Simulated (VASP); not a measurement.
# Mo2Se2S: single point with PBE

Mo2Se2S:

```xyz
5
Lattice="4.2362 0.0000 0.0000 -2.1181 3.6687 0.0000 0.0000 0.0000 7.9699" Properties=species:S:1:pos:R:3 pbc="T T T"
Mo    0.0000    2.4458    0.0000
Mo    2.1181    1.2229    0.0000
Se    0.0000    0.0000    6.3338
Se    0.0000    0.0000    1.6361
S     0.0000    0.0000    3.9850
```

```json
{
  "Program": "VASP 6.6.1",
  "Task": "single point",
  "Functional": "PBE",
  "Potentials or basis": "VASP PAW PBE potentials, release 64 (Mo_sv, Se, S)",
  "Cutoff": "500 eV",
  "k mesh": "3 × 3 × 2",
  "Occupations": "gaussian, width 0.15 eV",
  "Spin": "collinear spin, ferromagnetic start",
  "Starting moments": "[1.0, 1.0, 0.0, 0.0, 0.0] μB"
}
```

```
Pressure                                              : 0.2 GPa
Largest force                                         : 0.004 eV/Å
Net moment                                            : 0.11 μB per cell
Site moments                                          : Mo +0.04; Se -0.00; S -0.00 μB
Valence electrons inside the program's atomic spheres : Mo 12.61; Se 3.74; S 3.60
```

Forces in eV/Å, atoms in the order of the input:
```
Mo   0.000  0.000  0.000
Mo   0.000  0.000  0.000
Se   0.000  0.000  0.004
Se   0.000  0.000 -0.004
S    0.000  0.000  0.000
```

Stress tensor (GPa, compression positive):
```
0.21 0.00 0.00
0.00 0.21 0.00
0.00 0.00 0.30
```

Levels at points of the mesh, in eV from the Fermi level:
Spin up:
| k point | band 20 | band 21 | band 22 | band 23 | band 24 | band 25 | band 26 | band 27 |
| --- | --- | --- | --- | --- | --- | --- | --- | --- |
| (0.00, 0.00, 0.00) | -1.23 | -0.84 | -0.84 | -0.54 | -0.54 | 1.19 | 1.40 | 1.91 |
| (0.00, 0.00, 0.50) | -0.57 | -0.54 | -0.54 | -0.33 | -0.33 | 0.54 | 1.14 | 1.14 |
Spin down:
```csv
k point,band 19,band 20,band 21,band 22,band 23,band 24,band 25,band 26,band 27,band 28
"(0.00, 0.00, 0.00)",-2.38,-1.16,-0.84,-0.84,-0.52,-0.52,1.30,1.42,1.92,1.92
"(0.00, 0.00, 0.50)",-2.38,-0.57,-0.52,-0.52,-0.33,-0.33,0.58,1.15,1.15,1.30
```

It took 80 s on 1 thread of Intel Xeon 6975P-C, with other jobs on the host, peak memory 0.29 GiB.

Caveat: the k points lie up to 0.57 Å⁻¹ apart.
